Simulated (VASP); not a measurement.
# Pt (Pm-3m) in VASP: notebook, part 3 of 3

VASP 6.6.1.

### 4 Single point, PBEsol

The input, INCAR:

```
ALGO = Normal
EDIFF = 1E-6
ENCUT = 520
GGA = PS
ISIF = 2
ISMEAR = -4
LASPH = True
LCHARG = True
LELF = True
LREAL = False
LVHAR = True
LWAVE = False
NBANDS = 11
NELM = 80
PREC = Accurate
SIGMA = 0.1
```

The input, KPOINTS:

```
k-points
0
Gamma
  15 15 15
```

The input, POSCAR:

```
Pt
1.0
    2.3820708720      0.0000000000      0.0000000000
    0.0000000000      2.3820708720      0.0000000000
    0.0000000000      0.0000000000      2.3820708720
Pt
1
Direct
    0.0000000000      0.0000000000      0.0000000000
```

Potentials or basis: VASP PAW PBE potentials, release 64 (Pt).

Command:

```bash
> cat potpaw_PBE.64/Pt/POTCAR > POTCAR
> mpirun -np 1 vasp_std > vasp.out
```

OUTCAR:

```text
EDIFF = 1E-6
   ENCUT = 520
   GGA = PS
   ISIF = 2
   ISMEAR = -4
   LASPH = True
   LREAL = False
   NELM = 80
   PREC = Accurate

 ion  position               nearest neighbor table
   1  0.000  0.000  0.000-

  LATTYP: Found a simple cubic cell.
 ALAT       =     2.3820708720

  Lattice vectors:

 A1 = (   2.3820708720,   0.0000000000,   0.0000000000)
 A2 = (   0.0000000000,   2.3820708720,   0.0000000000)
 A3 = (   0.0000000000,   0.0000000000,   2.3820708720)

Analysis of symmetry for initial positions (statically):
=====================================================================
 Subroutine PRICEL returns:
 Original cell was already a primitive cell.

 Routine SETGRP: Setting up the symmetry group for a
 simple cubic supercell.

 Subroutine GETGRP returns: Found 48 space group operations
 (whereof 48 operations were pure point group operations)
 out of a pool of 48 trial point group operations.

The static configuration has the point symmetry O_h .

Analysis of symmetry for dynamics (positions and initial velocities):
=====================================================================
 Subroutine PRICEL returns:
 Original cell was already a primitive cell.

 Routine SETGRP: Setting up the symmetry group for a
 simple cubic supercell.

 Subroutine GETGRP returns: Found 48 space group operations
 (whereof 48 operations were pure point group operations)
 out of a pool of 48 trial point group operations.

The dynamic configuration has the point symmetry O_h .

 Subroutine INISYM returns: Found 48 space group operations
 (whereof 48 operations are pure point group operations),
 and found     1 'primitive' translations

----------------------------------------------------------------------------------------

                                     Primitive cell

  volume of cell :      13.5165

  direct lattice vectors                    reciprocal lattice vectors
     2.382070872  0.000000000  0.000000000     0.419802791  0.000000000  0.000000000
     0.000000000  2.382070872  0.000000000     0.000000000  0.419802791  0.000000000
     0.000000000  0.000000000  2.382070872     0.000000000  0.000000000  0.419802791

  length of vectors
     2.382070872  2.382070872  2.382070872     0.419802791  0.419802791  0.419802791

  position of ions in fractional coordinates (direct lattice)
     0.000000000  0.000000000  0.000000000

  ion indices of the primitive-cell ions
   primitive index   ion index
                 1           1

----------------------------------------------------------------------------------------

 KPOINTS: k-points

Automatic generation of k-mesh.
 Grid dimensions read from file:
 generate k-points for:   15   15   15

 Generating k-lattice:

  Cartesian coordinates                     Fractional coordinates (reciprocal lattice)
     0.027986853  0.000000000  0.000000000     0.066666667  0.000000000  0.000000000
     0.000000000  0.027986853  0.000000000     0.000000000  0.066666667  0.000000000
     0.000000000  0.000000000  0.027986853     0.000000000  0.000000000  0.066666667

  Length of vectors
     0.027986853  0.027986853  0.027986853

  Shift w.r.t. Gamma in fractional coordinates (k-lattice)
     0.000000000  0.000000000  0.000000000

 TETIRR: Found   1667 inequivalent tetrahedra from    20250

 Subroutine IBZKPT returns following result:
 ===========================================

 Found    120 irreducible k-points:

 Following reciprocal coordinates:
            Coordinates               Weight
  0.000000  0.000000  0.000000      1.000000
  0.066667  0.000000  0.000000      6.000000
  0.133333  0.000000  0.000000      6.000000
  0.200000  0.000000  0.000000      6.000000
  0.266667  0.000000  0.000000      6.000000
  0.333333  0.000000  0.000000      6.000000
[... 16 lines left out ...]
  0.266667  0.200000  0.000000     24.000000
  0.333333  0.200000  0.000000     24.000000
 [... further k-points ...]
   k-points           NKPTS =    120   k-points in BZ     NKDIM =    120   number of bands    NBANDS=     11
   number of dos      NEDOS =    301   number of ions     NIONS =      1
   total plane-waves  NPLWV =   5832
   dimension x,y,z NGX =    18 NGY =   18 NGZ =   18
   dimension x,y,z NGXF=    36 NGYF=   36 NGZF=   36
   ions per type =               1
   NGX,Y,Z   is equivalent  to a cutoff of  12.56, 12.56, 12.56 a.u.
   NGXF,Y,Z  is equivalent  to a cutoff of  25.12, 25.12, 25.12 a.u.
 SYSTEM =  unknown system
   PREC   = accura    normal or accurate (medium, high low for compatibility)
   ISTART =      0    job   : 0-new  1-cont  2-samecut
   ICHARG =      2    charge: 1-file 2-atom 10-const
   ISPIN  =      1    spin polarized calculation?
   LNONCOLLINEAR =      F non collinear calculations
   LSORBIT =      F    spin-orbit coupling
   LASPH  =      T    aspherical Exc in radial PAW
   ENCUT  =  520.0 eV  38.22 Ry    6.18 a.u.   4.43  4.43  4.43*2*pi/ulx,y,z
   NELM   =     80;   NELMIN=  2; NELMDL= -5     # of ELM steps
   EDIFF  = 0.1E-05   stopping-criterion for ELM
   LREAL  =      F    real-space projection
   EDIFFG = 0.1E-04   stopping-criterion for IOM
   NSW    =      0    number of steps for IOM
   IBRION =     -1    ionic relax: 0-MD 1-quasi-New 2-CG
   NFREE  =      0    steps in history (QN), initial steepest desc. (CG)
   ISIF   =      2    stress and relaxation
   ISYM   =      2    0-nonsym 1-usesym 2-fastsym
   POTIM  = 0.5000    time-step for ionic-motion
   TEBEG  =    0.0;   TEEND  =   0.0 temperature during run
   PSTRESS=    0.0 pullay stress
   NELECT =      10.0000    total number of electrons
   NUPDOWN=      -1.0000    fix difference up-down
   EMIN   =  10.00;   EMAX   =-10.00  energy-range for DOS
   EFERMI =   0.00;   METHOD = LEGACY
   ISMEAR =    -4;   SIGMA  =   0.10  broadening in eV -4-tet -1-fermi 0-gaus
   EFERMI_NEDOS =   21; number of points for ismear=-14 and -15
   IALGO  =     38    algorithm
   IMIX   =      4    mixing-type and parameters
     AMIX     =   0.40;   BMIX     =  1.00
     AMIX_MAG =   1.60;   BMIX_MAG =  1.00
  volume/ion in A,a.u.               =      13.52        91.21
  Fermi-wavevector in a.u.,A,eV,Ry     =   1.480654  2.798030 29.828532  2.192335
  Thomas-Fermi vector in A             =   2.594661
   LORBIT       =      0    0 simple, 1 ext, 2 COOP (PROOUT), +10 PAW based schemes
   GGA     = PS    functional components
   LHFCALC =     F    Hartree Fock is set to
   AEXX    =    0.0000 exact exchange contribution
   IVDW    =     0    specifies the selected vdW correction
   LEPSILON=     F    determine dielectric tensor
   LRPA    =     F    only Hartree local field effects (RPA)
 non-spin polarized calculation
 Fermi weights with tetrahedron method witout Bloechl corrections
  energy-cutoff  :      520.00
  volume of cell :       13.52
 maximum number of plane-waves:       374
 NGX is ok and might be reduce to    18
   NGX =  9   NGY =  9   NGZ =  9

 number of electron      10.0000001 magnetization

 Free energy of the ion-electron system (eV)
  ---------------------------------------------------
  ext. energy  EPLUGINS =         0.00000000
  ---------------------------------------------------
  free energy    TOTEN  =        -5.38593266 eV

  energy without entropy =       -5.38593266  energy(sigma->0) =       -5.38593266

 E-fermi :  13.3991     XC(G=0): -14.1346

 val. band max:       13.5790300034   @ k =   0.0667   0.0667   0.0667
 cond. band min:      13.1632945547   @ k =   0.3333   0.3333   0.0667
 fundamental gap:     -0.4157354487
 Fermi energy:        13.3990857685

 k-point     1 :       0.0000    0.0000    0.0000
  band No.  band energies     occupation
      1       1.9279      2.00000
      2       4.8220      2.00000
      3       4.8220      2.00000
      4      14.0436      0.00000
      5      14.0436      0.00000
      6      14.0436      0.00000
      7      30.0548      0.00000
      8      30.0548      0.00000
      9      30.0548      0.00000
     10      37.4573      0.00000
     11      40.3704      0.00000
[... 309 lines left out ...]
 k-point    24 :       0.3333    0.2000    0.0000
  band No.  band energies     occupation
      1       5.2395      2.00000
      2       6.8222      2.00000
      3       8.4345      2.00000
      4      11.4187      2.00000
      5      11.6186      2.00000
      6      12.9921      1.80865
      7      22.9209      0.00000
      8      29.1131      0.00000
      9      32.7522      0.00000
     10      38.0535      0.00000
     11      39.1765      0.00000

 [... further k-points ...]

------------------------ aborting loop because EDIFF is reached ----------------------------------------

  FORCE on cell =-STRESS in cart. coord.  units (eV):
  Direction    XX          YY          ZZ          XY          YZ          ZX
  --------------------------------------------------------------------------------------
  -------------------------------------------------------------------------------------
  Total        8.7538099      8.7538099      8.7538099      0.0000000     -0.0000000     -0.0000000
  in kB     1037.6327250   1037.6327250   1037.6327250      0.0000000     -0.0000000     -0.0000000
  external PRESSURE =    1037.6327250 kB  Pullay stress =       0.0000000 kB

 VOLUME and BASIS-vectors are now :
 -----------------------------------------------------------------------------
  energy-cutoff  :      520.00
  volume of cell :       13.52
      direct lattice vectors                 reciprocal lattice vectors
     2.382070872  0.000000000  0.000000000     0.419802791  0.000000000  0.000000000
     0.000000000  2.382070872  0.000000000     0.000000000  0.419802791  0.000000000
     0.000000000  0.000000000  2.382070872     0.000000000  0.000000000  0.419802791

 POSITION                                       TOTAL-FORCE (eV/Angst)
 -----------------------------------------------------------------------------------
      0.00000      0.00000      0.00000         0.000000      0.000000      0.000000
 -----------------------------------------------------------------------------------
    total drift:                                0.000000      0.000000      0.000000

  FREE ENERGIE OF THE ION-ELECTRON SYSTEM (eV)
  ---------------------------------------------------
  free  energy   TOTEN  =        -5.3859326553 eV

  energy  without entropy=       -5.3859326553  energy(sigma->0) =       -5.38593266
```

OSZICAR:

```text
N       E                     dE             d eps       ncg     rms          rms(c)
DAV:   1     0.438320107320E+02    0.43832E+02   -0.55172E+03  2680   0.862E+02
DAV:   2    -0.513360727992E+01   -0.48966E+02   -0.47337E+02  3012   0.186E+02
DAV:   3    -0.573738004908E+01   -0.60377E+00   -0.60312E+00  3117   0.200E+01
DAV:   4    -0.573989134412E+01   -0.25113E-02   -0.25111E-02  3117   0.149E+00
DAV:   5    -0.573991146704E+01   -0.20123E-04   -0.20123E-04  3192   0.123E-01    0.208E+01
DAV:   6    -0.545444449861E+01    0.28547E+00   -0.48383E-01  2961   0.546E+00    0.115E+01
DAV:   7    -0.539116959733E+01    0.63275E-01   -0.15021E-01  3138   0.299E+00    0.251E+00
DAV:   8    -0.538595054787E+01    0.52190E-02   -0.10292E-02  2997   0.965E-01    0.290E-01
DAV:   9    -0.538592590190E+01    0.24646E-04   -0.55418E-05  3282   0.661E-02    0.170E-02
DAV:  10    -0.538593219253E+01   -0.62906E-05   -0.23498E-06  3225   0.103E-02    0.443E-03
DAV:  11    -0.538593265526E+01   -0.46273E-06   -0.10439E-07  1752   0.284E-03
   1 F= -.53859327E+01 E0= -.53859327E+01  d E =0.000000E+00
```

Run time: 10 s. Hardware: 1 thread of Intel Xeon 6975P-C, shared host; peak memory 0.13 GiB.

What came out:

* Free energy: -5.3859 eV
* Pressure: 103.8 GPa
* Band gap on the k mesh: zero (band 5 reaches 16.55 eV, above the bottom of band 6 at 11.69 eV)

Caveat: the PAW data sets were made with another functional, which shifts forces and pressure a little; spin-orbit coupling is left out, which moves the levels of the heavy elements.

### 5 Single point, PBEsol (volume scaled by 0.88)

The input, INCAR:

```
PREC     = Accurate       # precision mode
ENCUT    = 520            # plane-wave cutoff, eV
EDIFF    = 1E-6           # SCF threshold, eV
ISMEAR   = -1             # smearing method
SIGMA    = 0.1            # smearing width, eV
LREAL    = False          # projectors in reciprocal space
LASPH    = True           # aspherical terms in the spheres
NELM     = 60             # most SCF steps
ALGO     = Normal         # electronic algorithm
ISIF     = 2              # what is computed and relaxed
LWAVE    = False          # write WAVECAR
LCHARG   = False          # write CHGCAR
GGA      = PS             # functional
NBANDS   = 11             # bands
```

The input, KPOINTS:

```
regular mesh
0
Gamma
  15 15 15
```

The input, POSCAR:

```
Pt
1.0
    2.4798040697      0.0000000000      0.0000000000
    0.0000000000      2.4798040697      0.0000000000
    0.0000000000      0.0000000000      2.4798040697
Pt
1
Direct
    0.0000000000      0.0000000000      0.0000000000
```

Command:

```bash
> cat potpaw_PBE.64/Pt/POTCAR > POTCAR
> mpirun -np 1 vasp_std > vasp.out
```

It took 7.6 s on 1 thread of Intel Xeon 6975P-C, shared host; peak memory 0.13 GiB.

Results (log left out):

* Free energy: -6.2346 eV
* Pressure: 38.3 GPa
* Band gap on the k mesh: zero (band 5 reaches 13.48 eV, above the bottom of band 6 at 9.52 eV)

Levels at points of the mesh, in eV from the Fermi level:
```
           k point  band 1  band 2  band 3  band 4  band 5  band 6  band 7  band 8  band 9  band 10
(0.00, 0.00, 0.00)  -10.10   -7.20   -7.20    0.50    0.50    0.50   16.07   16.07   16.07    22.69
```

Caveat: the PAW data sets were made with another functional, which shifts forces and pressure a little; spin-orbit coupling is left out, which moves the levels of the heavy elements.

### 6 Summary

| cell | smearing | gap on the mesh (eV) | pressure (GPa) |
| --- | --- | --- | --- |
| a = 2.382 Å, 1 atom | fermi-dirac 0.1 eV | none | 102.5 |
| a = 2.382 Å, 1 atom | tetrahedron | none | 103.8 |
| a = 2.480 Å, 1 atom | fermi-dirac 0.1 eV | none | 38.3 |

Alike in all rows: task single point; level PBEsol; potentials or basis VASP PAW PBE potentials, release 64 (Pt); no spin polarisation; k mesh 15 × 15 × 15; cutoff (eV) 520.

Caveats: the PAW data sets were made with another functional, which shifts forces and pressure a little; spin-orbit coupling is left out, which moves the levels of the heavy elements.

Absolute energies hang on the potentials; compare differences alone.
